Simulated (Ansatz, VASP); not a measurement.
## Two plane-wave programs on SnO2

Contents of INCAR:

```
SYSTEM = SnO2
PREC     = Accurate       ! precision mode
ENCUT    = 520            ! plane-wave cutoff, eV
EDIFF    = 1E-6           ! SCF threshold, eV
ISMEAR   = 0              ! smearing method
SIGMA    = 0.02           ! smearing width, eV
LREAL    = .False.        ! projectors in reciprocal space
LASPH    = .True.         ! aspherical terms in the spheres
NELM     = 80             ! most SCF steps
ALGO     = Normal         ! electronic algorithm
ISIF     = 2              ! what is computed and relaxed
LWAVE    = .False.        ! write WAVECAR
LCHARG   = .True.         ! write CHGCAR
GGA      = PE             ! functional
LELF     = .True.         ! ELF
LVHAR    = .True.       
NBANDS   = 20             ! bands
```

Contents of KPOINTS:

```
regular mesh
0
Gamma
  12 12 12
  0 0 0
```

POSCAR

```
SnO2
1.0
    1.7063242711      0.9851467773      4.9214715053
   -1.7063242711      0.9851467773      4.9214715053
    0.0000000000     -1.9702935545      4.9214715053
Sn O
1 2
Direct
    0.5000000000      0.5000000000      0.5000000000
    0.2397212369      0.2397212369      0.2397212369
    0.7602787631      0.7602787631      0.7602787631
```

Input for Ansatz:

```yaml
crystal:
  lattice:
    - [1.7063242711, 0.9851467773, 4.9214715053]
    - [-1.7063242711, 0.9851467773, 4.9214715053]
    - [0.0, -1.9702935545, 4.9214715053]
  atoms:
    - { symbol: Sn, position: [0.5, 0.5, 0.5] }
    - { symbol: O, position: [0.2397212369, 0.2397212369, 0.2397212369] }
    - { symbol: O, position: [0.7602787631, 0.7602787631, 0.7602787631] }
basis:
  ecutwfc: 420
kpoints:
  mp_grid: { grid: [12, 12, 12] }
hamiltonian:
  xc: pbe
scf:
  occupations: { method: gaussian, width: 0.02 }
output:
  forces: true
  stress: true
  eigenvalues: true
```

Alike in both runs: task single point; functional PBE; k mesh 12 × 12 × 12; occupations gaussian, width 0.02 eV; no spin polarisation.

|  | VASP | Ansatz |
| --- | --- | --- |
| version | VASP 6.6.1 | Ansatz 0.2.0 |
| potentials or method | VASP PAW PBE potentials, release 64 (Sn_d, O), cutoff 520 eV | scalar-relativistic, plane waves, PAW |
| valence electrons in the cell | 26 | 26 |

```csv
,VASP,Ansatz,Ansatz less VASP
gap on the k mesh at the Fermi level (eV),0.94,0.96,+0.020
least direct gap on the mesh (eV),0.95,0.97,+0.018
pressure (GPa),-16.2,-16.4,-0.28
"traceless stress, the component that is largest in VASP (GPa)",5.63,5.84,+0.207
rms of the force components (eV/Å),0.673,0.689,+0.0164
```

Atom by atom the forces differ by 0.016 eV/Å (rms over components).
